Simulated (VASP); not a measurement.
A run of VASP 6.6.1:

The input INCAR:

```
PREC = Accurate ; ENCUT = 520
EDIFF = 1E-7 ; ISMEAR = -1
SIGMA = 0.05 ; LREAL = False
LASPH = True ; NELM = 80
ALGO = Normal ; ISIF = 2
LWAVE = False ; LCHARG = False
GGA = PE ; NBANDS = 19
```

The input KPOINTS:

```
regular mesh
0
Gamma
  8 8 4
```

Contents of POSCAR:

```
TiTe2
1.0
    3.6701715566      0.0000000000      0.0000000000
   -1.8350857783      3.1784618042      0.0000000000
    0.0000000000      0.0000000000      6.2798735041
Te Ti
2 1
Direct
    0.3333333333      0.6666666667      0.7247717356
    0.6666666667      0.3333333333      0.2752282644
    0.0000000000      0.0000000000      0.0000000000
```

Potentials or basis: VASP PAW PBE potentials, release 64 (Te, Ti_sv).

Launch:

```console
$ cat potpaw_PBE.64/Te/POTCAR potpaw_PBE.64/Ti_sv/POTCAR > POTCAR
$ mpirun -np 1 vasp_std > vasp.out
```

Hardware: 1 thread of Intel(R) Xeon(R) Platinum 8488C (Sapphire Rapids), with other jobs on the host.

How long does it take, and how much memory?

Wall time 44 s on 1 thread of Intel(R) Xeon(R) Platinum 8488C (Sapphire Rapids), with other jobs on the host, peak memory 0.21 GiB. Counts: scf iterations 16, k points 35.
